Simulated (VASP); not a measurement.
# Zr in VASP: relaxation of the atoms with PBE

Aim: the relaxation of the atoms of Zr with PBE.

Everything below comes from runs of VASP 6.6.1. Logs are shortened: lines on timing, memory, paths and dates and some standing lists are left out, and cuts for length are marked.

**1. The cell of the first run**

The cell holds a slab with vacuum, 3 atoms: a = 3.096 Å, b = 3.096 Å, c = 19.055 Å, α = 90.00°, β = 90.00°, γ = 109.47°.

**2. Relaxation of the atoms, PBE**

Input file INCAR:

```
PREC     = Accurate       # precision mode
ENCUT    = 450            # plane-wave cutoff, eV
EDIFF    = 1E-7           # SCF threshold, eV
ISMEAR   = 0              # smearing method
SIGMA    = 0.1            # smearing width, eV
LREAL    = False          # projectors in reciprocal space
LASPH    = True           # aspherical terms in the spheres
NELM     = 120            # most SCF steps
ALGO     = Normal         # electronic algorithm
ISIF     = 2              # what is computed and relaxed
LWAVE    = False          # write WAVECAR
LCHARG   = False          # write CHGCAR
LDIPOL   = True         
IDIPOL   = 3            
DIPOL    = 0.5 0.5 0.500
GGA      = PE             # functional
IBRION   = 2              # ionic algorithm
NSW      = 70             # ionic steps
EDIFFG   = -0.03          # ionic threshold
GGA_COMPAT= False        
NELMIN   = 4            
NELMDL   = -8
```

Input file KPOINTS:

```
regular mesh
0
Gamma
  10 10 1
```

Input file POSCAR:

```
Zr
1.0
    3.0956614539      0.0000000000      0.0000000000
   -1.0318871513      2.9186176084      0.0000000000
    0.0000000000      0.0000000000     19.0551939857
Zr
3
Selective dynamics
Direct
    0.5000000000      0.5000000000      0.3673539091  F F F
    0.0000000000      0.0000000000      0.5000000000  T T T
    0.5000000000      0.5000000000      0.6326460909  T T T
```

Potentials or basis: VASP PAW PBE potentials, release 64 (Zr_sv).

The run is started by

```bash
$ cat potpaw_PBE.64/Zr_sv/POTCAR > POTCAR
$ mpirun -np 1 vasp_std > vasp.out
```

OUTCAR:

```text
PREC = Accurate
   ENCUT = 450
   EDIFF = 1E-7
   ISMEAR = 0
   LREAL = False
   LASPH = True
   NELM = 120
   ISIF = 2
   GGA = PE
   IBRION = 2
   NSW = 70
   EDIFFG = -0.03
   NELMIN = 4
   NELMDL = -8

 ion  position               nearest neighbor table
   1  0.500  0.500  0.367-   2 3.10   2 3.10   2 3.57   2 3.57
   2  0.000  0.000  0.500-   1 3.10   3 3.10   1 3.10   3 3.10   1 3.57   3 3.57   1 3.57   3 3.57

   3  0.500  0.500  0.633-   2 3.10   2 3.10   2 3.57   2 3.57

  LATTYP: Found a base centered orthorhombic cell.
 ALAT       =     3.5745619474
 B/A-ratio  =     1.4142135624
 C/A-ratio  =     5.3307773836

  Lattice vectors:

 A1 = (   3.0956614539,   0.0000000000,   0.0000000000)
 A2 = (  -1.0318871513,   2.9186176084,   0.0000000000)
 A3 = (   0.0000000000,   0.0000000000,  19.0551939857)

Analysis of symmetry for initial positions (statically):
=====================================================================
 Subroutine PRICEL returns:
 Original cell was already a primitive cell.

 Routine SETGRP: Setting up the symmetry group for a
 base centered orthorhombic supercell.

 Subroutine GETGRP returns: Found  8 space group operations
 (whereof  8 operations were pure point group operations)
 out of a pool of  8 trial point group operations.

The static configuration has the point symmetry D_2h.

Analysis of symmetry for dynamics (positions and initial velocities):
=====================================================================
 Subroutine PRICEL returns:
 Original cell was already a primitive cell.

 Routine SETGRP: Setting up the symmetry group for a
 base centered orthorhombic supercell.

 Subroutine GETGRP returns: Found  8 space group operations
 (whereof  8 operations were pure point group operations)
 out of a pool of  8 trial point group operations.

The dynamic configuration has the point symmetry D_2h.

Analysis of constrained symmetry for selective dynamics:
=====================================================================
 Subroutine PRICEL returns:
 Original cell was already a primitive cell.

 Routine SETGRP: Setting up the symmetry group for a
 base centered orthorhombic supercell.

 Subroutine GETGRP returns: Found  4 space group operations
 (whereof  4 operations were pure point group operations)
 out of a pool of  8 trial point group operations.

The constrained configuration has the point symmetry C_2v.

 Subroutine INISYM returns: Found  4 space group operations
 (whereof  4 operations are pure point group operations),
 and found     1 'primitive' translations

----------------------------------------------------------------------------------------

                                     Primitive cell

  volume of cell :     172.1647

  direct lattice vectors                    reciprocal lattice vectors
     3.095661454  0.000000000  0.000000000     0.323032739  0.114209320  0.000000000
    -1.031887151  2.918617608  0.000000000     0.000000000  0.342627961  0.000000000
     0.000000000  0.000000000 19.055193986     0.000000000  0.000000000  0.052479130

  length of vectors
     3.095661454  3.095661454 19.055193986     0.342627961  0.342627961  0.052479130

  position of ions in fractional coordinates (direct lattice)
     0.500000000  0.500000000  0.367353909
     0.000000000  0.000000000  0.500000000
     0.500000000  0.500000000  0.632646091

  ion indices of the primitive-cell ions
   primitive index   ion index
                 1           1
                 2           2
                 3           3

----------------------------------------------------------------------------------------

 KPOINTS: regular mesh

Automatic generation of k-mesh.
 Grid dimensions read from file:
 generate k-points for:   10   10    1

 Generating k-lattice:

  Cartesian coordinates                     Fractional coordinates (reciprocal lattice)
     0.032303274  0.011420932  0.000000000     0.100000000 -0.000000000  0.000000000
     0.000000000  0.034262796  0.000000000     0.000000000  0.100000000  0.000000000
     0.000000000  0.000000000  0.052479130     0.000000000  0.000000000  1.000000000

  Length of vectors
     0.034262796  0.034262796  0.052479130

  Shift w.r.t. Gamma in fractional coordinates (k-lattice)
     0.000000000  0.000000000  0.000000000

 Subroutine IBZKPT returns following result:
 ===========================================

 Found     31 irreducible k-points:

 Following reciprocal coordinates:
            Coordinates               Weight
  0.000000  0.000000  0.000000      1.000000
  0.100000 -0.000000  0.000000      4.000000
  0.200000 -0.000000  0.000000      4.000000
  0.300000  0.000000  0.000000      4.000000
  0.400000  0.000000  0.000000      4.000000
  0.500000  0.000000  0.000000      2.000000
[... 16 lines left out ...]
  0.300000  0.300000  0.000000      2.000000
  0.400000  0.300000  0.000000      4.000000
 [... further k-points ...]
   k-points           NKPTS =     31   k-points in BZ     NKDIM =     31   number of bands    NBANDS=     22
   number of dos      NEDOS =    301   number of ions     NIONS =      3
   total plane-waves  NPLWV =  80640
   dimension x,y,z NGX =    24 NGY =   24 NGZ =  140
   dimension x,y,z NGXF=    48 NGYF=   48 NGZF=  280
   ions per type =               3
   NGX,Y,Z   is equivalent  to a cutoff of  12.89, 12.89, 12.21 a.u.
   NGXF,Y,Z  is equivalent  to a cutoff of  25.78, 25.78, 24.43 a.u.
 SYSTEM =  unknown system
   PREC   = accura    normal or accurate (medium, high low for compatibility)
   ISTART =      0    job   : 0-new  1-cont  2-samecut
   ICHARG =      2    charge: 1-file 2-atom 10-const
   ISPIN  =      1    spin polarized calculation?
   LNONCOLLINEAR =      F non collinear calculations
   LSORBIT =      F    spin-orbit coupling
   LASPH  =      T    aspherical Exc in radial PAW
   ENCUT  =  450.0 eV  33.07 Ry    5.75 a.u.   5.35  5.35 32.96*2*pi/ulx,y,z
   NELM   =    120;   NELMIN=  4; NELMDL= -8     # of ELM steps
   EDIFF  = 0.1E-06   stopping-criterion for ELM
   LREAL  =      F    real-space projection
   EDIFFG = -.3E-01   stopping-criterion for IOM
   NSW    =     70    number of steps for IOM
   IBRION =      2    ionic relax: 0-MD 1-quasi-New 2-CG
   NFREE  =      1    steps in history (QN), initial steepest desc. (CG)
   ISIF   =      2    stress and relaxation
   ISYM   =      2    0-nonsym 1-usesym 2-fastsym
   POTIM  = 0.5000    time-step for ionic-motion
   TEBEG  =    0.0;   TEEND  =   0.0 temperature during run
   PSTRESS=    0.0 pullay stress
   NELECT =      36.0000    total number of electrons
   NUPDOWN=      -1.0000    fix difference up-down
   EMIN   =  10.00;   EMAX   =-10.00  energy-range for DOS
   EFERMI =   0.00;   METHOD = LEGACY
   ISMEAR =     0;   SIGMA  =   0.10  broadening in eV -4-tet -1-fermi 0-gaus
   EFERMI_NEDOS =   21; number of points for ismear=-14 and -15
   IALGO  =     38    algorithm
   IMIX   =      4    mixing-type and parameters
     AMIX     =   0.40;   BMIX     =  1.00
     AMIX_MAG =   1.60;   BMIX_MAG =  1.00
  volume/ion in A,a.u.               =      57.39       387.27
  Fermi-wavevector in a.u.,A,eV,Ry     =   0.971690  1.836228 12.846364  0.944181
  Thomas-Fermi vector in A             =   2.101927
   LORBIT       =      0    0 simple, 1 ext, 2 COOP (PROOUT), +10 PAW based schemes
   GGA     = PE    functional components
   LHFCALC =     F    Hartree Fock is set to
   AEXX    =    0.0000 exact exchange contribution
   IVDW    =     0    specifies the selected vdW correction
   LEPSILON=     F    determine dielectric tensor
   LRPA    =     F    only Hartree local field effects (RPA)
 conjugate gradient relaxation of ions
 non-spin polarized calculation
 Gauss-broadening in eV      SIGMA  =   0.10
  energy-cutoff  :      450.00
  volume of cell :      172.16
 maximum number of plane-waves:      3763
 NGX is ok and might be reduce to    24
   NGX = 11   NGY = 11   NGZ = 65

--------------------------------------- Ionic step        1  -------------------------------------------

 number of electron      36.0000000 magnetization

 Free energy of the ion-electron system (eV)
  ---------------------------------------------------
  ext. energy  EPLUGINS =         0.00000000
  ---------------------------------------------------
  free energy    TOTEN  =       -23.63391497 eV

  energy without entropy =      -23.59971927  energy(sigma->0) =      -23.61681712

------------------------ aborting loop because EDIFF is reached ----------------------------------------

  FORCE on cell =-STRESS in cart. coord.  units (eV):
  Direction    XX          YY          ZZ          XY          YZ          ZX
  --------------------------------------------------------------------------------------
  -------------------------------------------------------------------------------------
  Total       -2.7951462     -2.6779177     -1.8737498      0.1657862      0.0000000      0.0000000
  in kB      -26.0118404    -24.9209028    -17.4372562      1.5428188      0.0000000      0.0000000
  external PRESSURE =     -22.7899998 kB  Pullay stress =       0.0000000 kB
[... 203 lines left out ...]
  FREE ENERGIE OF THE ION-ELECTRON SYSTEM (eV)
  ---------------------------------------------------
  free  energy   TOTEN  =       -23.6678810703 eV

  energy  without entropy=      -23.6343413463  energy(sigma->0) =      -23.65111121

 dipolmoment           0.000000      0.000000      0.001124 electrons x Angstroem

--------------------------------------- Ionic step        7  -------------------------------------------

 number of electron      36.0000000 magnetization

 dipolmoment           0.000000      0.000000     -0.000198 electrons x Angstroem

 Free energy of the ion-electron system (eV)
  ---------------------------------------------------
  ext. energy  EPLUGINS =         0.00000000
  ---------------------------------------------------
  free energy    TOTEN  =       -23.67657301 eV

  energy without entropy =      -23.64201479  energy(sigma->0) =      -23.65929390

 E-fermi :   1.2400     XC(G=0):  -5.4561

 val. band max:        1.2394046963   @ k =  -0.1000   0.1000   0.0000
 cond. band min:       1.2435054959   @ k =   0.3000   0.3000   0.0000
 fundamental gap:      0.0041007997
 Fermi energy:         1.2399680560

 k-point     1 :       0.0000    0.0000    0.0000
  band No.  band energies     occupation
      1     -47.4420      2.00000
      2     -47.4310      2.00000
      3     -46.8850      2.00000
      4     -25.7803      2.00000
      5     -25.5584      2.00000
      6     -25.1687      2.00000
[... 574 lines left out ...]
      6     -25.5904      2.00000
[... 14 lines left out ...]
     21       2.2636      0.00000
     22       2.5395      0.00000

 [... further k-points ...]

------------------------ aborting loop because EDIFF is reached ----------------------------------------

 vacuum level on the upper side and lower side of the slab       (xc-potential included)        -0.210        -0.212

  FORCE on cell =-STRESS in cart. coord.  units (eV):
  Direction    XX          YY          ZZ          XY          YZ          ZX
  --------------------------------------------------------------------------------------
  -------------------------------------------------------------------------------------
  Total       -1.9954023     -1.6787513     -0.0954420      0.4478120      0.0000000      0.0000000
  in kB      -18.5693631    -15.6225860     -0.8881903      4.1673722      0.0000000      0.0000000
  external PRESSURE =     -11.6933798 kB  Pullay stress =       0.0000000 kB

 VOLUME and BASIS-vectors are now :
 -----------------------------------------------------------------------------
  energy-cutoff  :      450.00
  volume of cell :      172.16
      direct lattice vectors                 reciprocal lattice vectors
     3.095661454  0.000000000  0.000000000     0.323032739  0.114209320  0.000000000
    -1.031887151  2.918617608  0.000000000     0.000000000  0.342627961  0.000000000
     0.000000000  0.000000000 19.055193986     0.000000000  0.000000000  0.052479130
[... 9 lines left out ...]
  FREE ENERGIE OF THE ION-ELECTRON SYSTEM (eV)
  ---------------------------------------------------
  free  energy   TOTEN  =       -23.6765730122 eV

  energy  without entropy=      -23.6420147917  energy(sigma->0) =      -23.65929390

 reached required accuracy - stopping structural energy minimisation

 vacuum level on the upper side and lower side of the slab         5.125         5.125
```

Run time: 5.5 min. Hardware: 1 thread of Intel Xeon 6975P-C (Granite Rapids), shared host; peak memory 0.31 GiB.

Results:

```yaml
Free_energy: -23.6766 eV
Energy_gained_by_relaxing: 14.2 meV/atom
Ionic_steps: 7
Band_gap_on_the_k_mesh: zero (bands 18 and 19 overlap by 0.63 eV)
```

Step by step:
| step | energy change (eV) | largest force on free atoms (eV/Å) | pressure (GPa) |
| --- | --- | --- | --- |
| 1 | 0.0000 | 0.3692 | -2.28 |
| 2 | -0.0062 | 0.3289 | -2.19 |
| 3 | -0.0203 | 0.1936 | -1.91 |
| 4 | -0.0236 | 0.3987 | -1.28 |
| 5 | -0.0267 | 0.2698 | -1.57 |
| 6 | -0.0340 | 0.1979 | -1.47 |
| 7 | -0.0427 | 0.0244 | -1.17 |

Final structure:
```xyz
3
Lattice="3.0957 0.0000 0.0000 -1.0319 2.9186 0.0000 0.0000 0.0000 19.0552" Properties=species:S:1:pos:R:3 pbc="T T T"
Zr    1.0319    1.4593    7.0000
Zr    0.0000    0.0000    9.4196
Zr    1.0319    1.4593   11.8446
```
